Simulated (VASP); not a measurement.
Write the native input for VASP 6.6.1 that does the following.

```yaml
Task: single point
Functional: PBEsol
Potentials_or_basis: VASP PAW PBE potentials, release 64 (Tc_pv)
Cutoff: 520 eV
k_mesh: 13 × 13 × 13
Occupations: fermi-dirac, width 0.136057 eV
Spin: no spin polarisation
Dipole_correction: no
Further_INCAR_settings: ALGO = Normal; EDIFF = 1e-07; NBANDS = 12
```

The structure of Tc lies in POSCAR:

```
Tc
1.0
    2.5053751017      0.0000000000      0.0000000000
    0.0000000000      2.5053751017      0.0000000000
    0.0000000000      0.0000000000      2.5053751017
Tc
1
Direct
    0.0000000000      0.0000000000      0.0000000000
```

This isn't the form of Tc at room conditions, which is hcp.

The input as run:

INCAR

```
ALGO = Normal
EDIFF = 1E-7
ENCUT = 520
GGA = PS
ISIF = 2
ISMEAR = -1
LASPH = True
LCHARG = False
LREAL = False
LWAVE = False
NBANDS = 12
NELM = 100
PREC = Accurate
SIGMA = 0.13605693000000002
```

KPOINTS

```
k-points
0
Gamma
  13 13 13
```

Potentials or basis: VASP PAW PBE potentials, release 64 (Tc_pv).

Command:

```console
$ cat potpaw_PBE.64/Tc_pv/POTCAR > POTCAR
$ mpirun -np 1 vasp_std > vasp.out
```

It gave:

| Property | Result |
| --- | --- |
| Pressure | -0.7 GPa |
| Band gap on the k mesh | zero (an odd number of electrons rules out a gap without spin polarisation) |

Caveat: the PAW data sets were made with another functional, which shifts forces and pressure a little.

It took 13 s on 1 thread of Intel Xeon 8259CL (shared host), peak memory 0.13 GiB.
